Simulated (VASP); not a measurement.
# SnSe (CsCl type) (Pm-3m) in VASP: a series of runs

SnSe (CsCl type) is run at these levels: PBE; tasks: single point.

Program: VASP 6.6.1. These are calculated values, not measurements. Logs are shortened: lines on timing, memory, paths and dates and some standing lists are left out, and cuts for length are marked.

### Step 1. The cell of the first run

The structure is cubic, space group Pm-3m (No. 221). The conventional cell has a = 3.680 Å, b = 3.680 Å, c = 3.680 Å, α = 90.00°, β = 90.00°, γ = 90.00°. Within 4.2 Å of Sn (site symmetry m-3m) lie 8 Se at 3.19 Å and 6 Sn at 3.68 Å. Within 4.2 Å of Se (site symmetry m-3m) lie 8 Sn at 3.19 Å and 6 Se at 3.68 Å.

### Step 2. Single point, PBE

The input, INCAR:

```
SYSTEM = SnSe
ALGO     = Normal         ! electronic algorithm
EDIFF    = 1E-6           ! SCF threshold, eV
ENCUT    = 520            ! plane-wave cutoff, eV
GGA      = PE             ! functional
ISIF     = 2              ! what is computed and relaxed
ISMEAR   = -1             ! smearing method
LASPH    = .True.         ! aspherical terms in the spheres
LCHARG   = .False.        ! write CHGCAR
LREAL    = .False.        ! projectors in reciprocal space
LWAVE    = .False.        ! write WAVECAR
NBANDS   = 17             ! bands
NELM     = 100            ! most SCF steps
PREC     = Accurate       ! precision mode
SIGMA    = 0.1            ! smearing width, eV
```

The input, KPOINTS:

```
k-points
0
Gamma
  14 14 14
  0 0 0
```

The input, POSCAR:

```
SnSe
1.0
    3.6800460443      0.0000000000      0.0000000000
    0.0000000000      3.6800460443      0.0000000000
    0.0000000000      0.0000000000      3.6800460443
Sn Se
1 1
Direct
    0.0000000000      0.0000000000      0.0000000000
    0.5000000000      0.5000000000      0.5000000000
```

Potentials or basis: VASP PAW PBE potentials, release 64 (Sn_d, Se).

Started as:

```sh
cat potpaw_PBE.64/Sn_d/POTCAR potpaw_PBE.64/Se/POTCAR > POTCAR
mpirun -np 1 vasp_std > vasp.out
```

OUTCAR:

```text
SYSTEM = SnSe
   EDIFF = 1E-6
   ENCUT = 520
   GGA = PE
   ISIF = 2
   ISMEAR = -1
   LASPH = .True.
   LREAL = .False.
   NELM = 100
   PREC = Accurate

 ion  position               nearest neighbor table
   1  0.000  0.000  0.000-   2 3.19   2 3.19   2 3.19   2 3.19   2 3.19   2 3.19   2 3.19   2 3.19

   2  0.500  0.500  0.500-   1 3.19   1 3.19   1 3.19   1 3.19   1 3.19   1 3.19   1 3.19   1 3.19

  LATTYP: Found a simple cubic cell.
 ALAT       =     3.6800460443

  Lattice vectors:

 A1 = (   3.6800460443,   0.0000000000,   0.0000000000)
 A2 = (   0.0000000000,   3.6800460443,   0.0000000000)
 A3 = (   0.0000000000,   0.0000000000,   3.6800460443)

Analysis of symmetry for initial positions (statically):
=====================================================================
 Subroutine PRICEL returns:
 Original cell was already a primitive cell.

 Routine SETGRP: Setting up the symmetry group for a
 simple cubic supercell.

 Subroutine GETGRP returns: Found 48 space group operations
 (whereof 48 operations were pure point group operations)
 out of a pool of 48 trial point group operations.

The static configuration has the point symmetry O_h .

Analysis of symmetry for dynamics (positions and initial velocities):
=====================================================================
 Subroutine PRICEL returns:
 Original cell was already a primitive cell.

 Routine SETGRP: Setting up the symmetry group for a
 simple cubic supercell.

 Subroutine GETGRP returns: Found 48 space group operations
 (whereof 48 operations were pure point group operations)
 out of a pool of 48 trial point group operations.

The dynamic configuration has the point symmetry O_h .

 Subroutine INISYM returns: Found 48 space group operations
 (whereof 48 operations are pure point group operations),
 and found     1 'primitive' translations

----------------------------------------------------------------------------------------

                                     Primitive cell

  volume of cell :      49.8379

  direct lattice vectors                    reciprocal lattice vectors
     3.680046044  0.000000000  0.000000000     0.271735730  0.000000000  0.000000000
     0.000000000  3.680046044  0.000000000     0.000000000  0.271735730  0.000000000
     0.000000000  0.000000000  3.680046044     0.000000000  0.000000000  0.271735730

  length of vectors
     3.680046044  3.680046044  3.680046044     0.271735730  0.271735730  0.271735730

[... 78 lines left out ...]
   ENCUT  =  520.0 eV  38.22 Ry    6.18 a.u.   6.84  6.84  6.84*2*pi/ulx,y,z
   NELM   =    100;   NELMIN=  2; NELMDL= -5     # of ELM steps
   EDIFF  = 0.1E-05   stopping-criterion for ELM
   LREAL  =      F    real-space projection
   EDIFFG = 0.1E-04   stopping-criterion for IOM
   NSW    =      0    number of steps for IOM
   IBRION =     -1    ionic relax: 0-MD 1-quasi-New 2-CG
   NFREE  =      0    steps in history (QN), initial steepest desc. (CG)
   ISIF   =      2    stress and relaxation
   ISYM   =      2    0-nonsym 1-usesym 2-fastsym
   POTIM  = 0.5000    time-step for ionic-motion
   TEBEG  =    0.0;   TEEND  =   0.0 temperature during run
   PSTRESS=    0.0 pullay stress
   NELECT =      20.0000    total number of electrons
   NUPDOWN=      -1.0000    fix difference up-down
   EMIN   =  10.00;   EMAX   =-10.00  energy-range for DOS
   EFERMI =   0.00;   METHOD = LEGACY
   ISMEAR =    -1;   SIGMA  =   0.10  broadening in eV -4-tet -1-fermi 0-gaus
   EFERMI_NEDOS =   21; number of points for ismear=-14 and -15
   IALGO  =     38    algorithm
   IMIX   =      4    mixing-type and parameters
     AMIX     =   0.40;   BMIX     =  1.00
     AMIX_MAG =   1.60;   BMIX_MAG =  1.00
  volume/ion in A,a.u.               =      24.92       168.16
  Fermi-wavevector in a.u.,A,eV,Ry     =   1.207531  2.281902 19.839074  1.458131
  Thomas-Fermi vector in A             =   2.343166
   LORBIT       =      0    0 simple, 1 ext, 2 COOP (PROOUT), +10 PAW based schemes
   GGA     = PE    functional components
   LHFCALC =     F    Hartree Fock is set to
   AEXX    =    0.0000 exact exchange contribution
   IVDW    =     0    specifies the selected vdW correction
   LEPSILON=     F    determine dielectric tensor
   LRPA    =     F    only Hartree local field effects (RPA)
 non-spin polarized calculation
  energy-cutoff  :      520.00
  volume of cell :       49.84
 maximum number of plane-waves:      1376
 NGX is ok and might be reduce to    28
   NGX = 13   NGY = 13   NGZ = 13

 number of electron      19.9999993 magnetization

 Free energy of the ion-electron system (eV)
  ---------------------------------------------------
  ext. energy  EPLUGINS =         0.00000000
  ---------------------------------------------------
  free energy    TOTEN  =        -7.72908641 eV

  energy without entropy =       -7.69725178  energy(sigma->0) =       -7.71316909

 E-fermi :   6.2321     XC(G=0): -10.1750

 val. band max:        6.2116592051   @ k =   0.3571   0.0714   0.0714
 cond. band min:       6.2370701666   @ k =   0.1429   0.1429   0.1429
 fundamental gap:      0.0254109615
 Fermi energy:         6.2320552914

 k-point     1 :       0.0000    0.0000    0.0000
  band No.  band energies     occupation
      1     -15.3975      2.00000
      2     -15.3975      2.00000
      3     -15.3236      2.00000
      4     -15.3236      2.00000
      5     -15.3236      2.00000
      6      -7.4689      2.00000
[... 457 lines left out ...]
      4     -15.3380      2.00000
      5     -15.3292      2.00000
      6      -6.4622      2.00000
[... 9 lines left out ...]
     16      16.0959      0.00000
     17      17.1453      0.00000

 [... further k-points ...]

------------------------ aborting loop because EDIFF is reached ----------------------------------------

  FORCE on cell =-STRESS in cart. coord.  units (eV):
  Direction    XX          YY          ZZ          XY          YZ          ZX
  --------------------------------------------------------------------------------------
  -------------------------------------------------------------------------------------
  Total       -0.0005519     -0.0005519     -0.0005519     -0.0000000      0.0000000      0.0000000
  in kB       -0.0177411     -0.0177411     -0.0177411     -0.0000000      0.0000000      0.0000000
  external PRESSURE =      -0.0177411 kB  Pullay stress =       0.0000000 kB

 VOLUME and BASIS-vectors are now :
 -----------------------------------------------------------------------------
  energy-cutoff  :      520.00
  volume of cell :       49.84
      direct lattice vectors                 reciprocal lattice vectors
     3.680046044  0.000000000  0.000000000     0.271735730  0.000000000  0.000000000
     0.000000000  3.680046044  0.000000000     0.000000000  0.271735730  0.000000000
     0.000000000  0.000000000  3.680046044     0.000000000  0.000000000  0.271735730

 POSITION                                       TOTAL-FORCE (eV/Angst)
 -----------------------------------------------------------------------------------
      0.00000      0.00000      0.00000         0.000000      0.000000      0.000000
      1.84002      1.84002      1.84002         0.000000      0.000000      0.000000
 -----------------------------------------------------------------------------------
    total drift:                               -0.000000      0.000000     -0.000000

  FREE ENERGIE OF THE ION-ELECTRON SYSTEM (eV)
  ---------------------------------------------------
  free  energy   TOTEN  =        -7.7290864060 eV

  energy  without entropy=       -7.6972517762  energy(sigma->0) =       -7.71316909
```

Run time: 25 s. Hardware: 1 thread of Intel Xeon 6975P-C (Granite Rapids), shared host; peak memory 0.23 GiB.

Results:

| Property | Result |
| --- | --- |
| Free energy | -7.7291 eV |
| Pressure | 0.0 GPa |
| Band gap on the k mesh | zero (band 10 reaches 6.48 eV, above the bottom of band 11 at 5.14 eV) |

Caveat: spin-orbit coupling is left out, which moves the levels of the heavy elements.

[end of part 1 of 2]
